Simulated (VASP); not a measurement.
Set up this calculation in VASP 6.6.1, as the native input.

| Item | Value |
| --- | --- |
| Task | relaxation of shape and atoms at fixed volume |
| Functional | PBE |
| Potentials or basis | VASP PAW PBE potentials, release 64 (Zn, O) |
| Cutoff | 600 eV |
| k mesh | 12 × 12 × 8 |
| Occupations | gaussian, width 0.05 eV |
| Spin | no spin polarisation |
| Dipole correction | no |
| Further INCAR settings | ALGO = Normal; EDIFF = 1e-06; IBRION = 2; EDIFFG = -0.01; NSW = 60; ISIF = 4 |

The structure of ZnO (zincite) lies in POSCAR:

```
ZnO
1.0
    3.2493080000      0.0000000000      0.0000000000
   -1.6246540000      2.8139832727      0.0000000000
    0.0000000000      0.0000000000      5.2057090000
Zn O
2 2
Direct
    0.3333333333      0.6666666667      0.5000000000
    0.6666666667      0.3333333333      0.0000000000
    0.6666666667      0.3333333333      0.3790100000
    0.3333333333      0.6666666667      0.8790100000
```

The input as run:

INCAR

```
  PREC = Accurate
  ENCUT = 600
  EDIFF = 1E-6
  ISMEAR = 0
  SIGMA = 0.05
  LREAL = False
  LASPH = True
  NELM = 100
  ALGO = Normal
  ISIF = 4
  LWAVE = False
  LCHARG = False
  GGA = PE
  IBRION = 2
  NSW = 60
  EDIFFG = -0.01
```

KPOINTS

```
Automatic mesh
0
Gamma
  12 12 8
```

Potentials or basis: VASP PAW PBE potentials, release 64 (Zn, O).

Run with:

```sh
$ cat potpaw_PBE.64/Zn/POTCAR potpaw_PBE.64/O/POTCAR > POTCAR
$ mpirun -np 1 vasp_std > vasp.out
```

Results of the run:

The energy gained by relaxing is 0.3 meV/atom. The ionic steps are 3, the pressure after relaxing is 5.7 GPa and the largest force after relaxing is 0.009 eV/Å. The band gap on the k mesh is 0.78 eV, direct.

Run time: 88 s on 1 thread of Intel(R) Xeon(R) 6975P-C (Granite Rapids) (shared host), peak memory 0.24 GiB.
